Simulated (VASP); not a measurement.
Wanted: the native input for a VASP 6.6.1 run.

```yaml
Task: single point
Functional: r2SCAN
Potentials_or_basis: VASP PAW PBE potentials, release 64 (Si, C)
Cutoff: 520 eV
k_mesh: 12 × 12 × 2
Occupations: gaussian, width 0.02 eV
Spin: no spin polarisation
Dipole_correction: no
Further_INCAR_settings: ALGO = Normal; EDIFF = 1e-07; NBANDS = 36
```

Crystal: SiC.

```
CELL_PARAMETERS angstrom
3.07848 0.00000 0.00000
-1.53924 2.66604 0.00000
0.00000 0.00000 15.10647
ATOMIC_POSITIONS crystal
Si 0.00000 0.00000 0.12504
Si 0.00000 0.00000 0.62504
Si 0.33333 0.66667 0.29182
Si 0.66667 0.33333 0.79182
Si 0.33333 0.66667 0.95830
Si 0.66667 0.33333 0.45830
C 0.00000 0.00000 0.99969
C 0.00000 0.00000 0.49969
C 0.33333 0.66667 0.16685
C 0.66667 0.33333 0.66685
C 0.33333 0.66667 0.83332
C 0.66667 0.33333 0.33332
```

The input as run:

POSCAR

```
SiC
1.0
    3.0784832661      0.0000000000      0.0000000000
   -1.5392416330      2.6660447136      0.0000000000
    0.0000000000      0.0000000000     15.1064724030
Si C
6 6
Direct
    0.0000000000      0.0000000000      0.1250355593
    0.0000000000      0.0000000000      0.6250355593
    0.3333333333      0.6666666667      0.2918164361
    0.6666666667      0.3333333333      0.7918164361
    0.3333333333      0.6666666667      0.9583009458
    0.6666666667      0.3333333333      0.4583009458
    0.0000000000      0.0000000000     -0.0003142766
    0.0000000000      0.0000000000      0.4996857234
    0.3333333333      0.6666666667      0.1668458293
    0.6666666667      0.3333333333      0.6668458293
    0.3333333333      0.6666666667      0.8333155061
    0.6666666667      0.3333333333      0.3333155061
```

INCAR.step1

```
PREC     = Accurate       # precision mode
ENCUT    = 520            # plane-wave cutoff, eV
ISMEAR   = 0              # smearing method
SIGMA    = 0.02           # smearing width, eV
LREAL    = F              # projectors in reciprocal space
LASPH    = T              # aspherical terms in the spheres
NELM     = 60             # most SCF steps
NBANDS   = 36             # bands
GGA      = PE             # functional
ALGO     = Normal         # electronic algorithm
EDIFF    = 1E-4           # SCF threshold, eV
LWAVE    = T              # write WAVECAR
LCHARG   = F              # write CHGCAR
```

INCAR.step2

```
PREC     = Accurate       # precision mode
ENCUT    = 520            # plane-wave cutoff, eV
EDIFF    = 1E-7           # SCF threshold, eV
ISMEAR   = 0              # smearing method
SIGMA    = 0.02           # smearing width, eV
LREAL    = F              # projectors in reciprocal space
LASPH    = T              # aspherical terms in the spheres
NELM     = 60             # most SCF steps
ALGO     = Normal         # electronic algorithm
ISIF     = 2              # what is computed and relaxed
LWAVE    = F              # write WAVECAR
LCHARG   = F              # write CHGCAR
METAGGA  = R2SCAN         # meta-GGA
LMIXTAU  = T            
NBANDS   = 36             # bands
ISTART   = 1
```

KPOINTS

```
regular mesh
0
Gamma
  12 12 2
```

Potentials or basis: VASP PAW PBE potentials, release 64 (Si, C).

The run is started by

```console
$ cat potpaw_PBE.64/Si/POTCAR potpaw_PBE.64/C/POTCAR > POTCAR
$ cp INCAR.step1 INCAR
$ mpirun -np 1 vasp_std > vasp.out
$ cp INCAR.step2 INCAR
$ mpirun -np 1 vasp_std > vasp.out
```

Results of the run:

| Property | Result |
| --- | --- |
| Pressure | -0.2 GPa |
| Band gap on the k mesh | 2.40 eV (least direct gap 3.56 eV) |

Caveat: the PAW data sets were made with another functional, which shifts forces and pressure a little.

It took 7.1 min on 1 thread of Intel(R) Xeon(R) 6975P-C (Granite Rapids) (shared host), peak memory 0.32 GiB.
